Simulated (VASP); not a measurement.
A run of VASP 6.6.1:

INCAR

```
SYSTEM = Cu
ALGO = Fast
EDIFF = 1E-7
ENCUT = 520
ISIF = 2
ISMEAR = 0
LASPH = .TRUE.
LCHARG = .FALSE.
LREAL = .FALSE.
LWAVE = .FALSE.
NBANDS = 18
NELM = 60
PREC = Accurate
SIGMA = 0.15
```

The input KPOINTS:

```
k-points
0
G
  21 21 12
  0 0 0
```

File POSCAR:

```
Cu
1.0
    2.4883286535      0.0000000000      0.0000000000
   -1.2441643268      2.1549558269      0.0000000000
    0.0000000000      0.0000000000      4.0637143877
Cu
2
Direct
    0.3493429422      0.6986858845      0.2500000000
    0.6506570578      0.3013141155      0.7500000000
```

Potentials or basis: VASP PAW LDA potentials, release 64 (Cu).

Command:

```bash
$ cat potpaw_LDA.64/Cu/POTCAR > POTCAR
$ mpirun -np 1 vasp_std > vasp.out
```

Hardware: 1 thread of Intel Xeon 8259CL, on a shared host.

Problem. How long does it take, and how much memory?

Solution. Wall time 8.4 min on 1 thread of Intel Xeon 8259CL, with other jobs on the host, peak memory 0.36 GiB. Counts: scf iterations 15, k points 847.
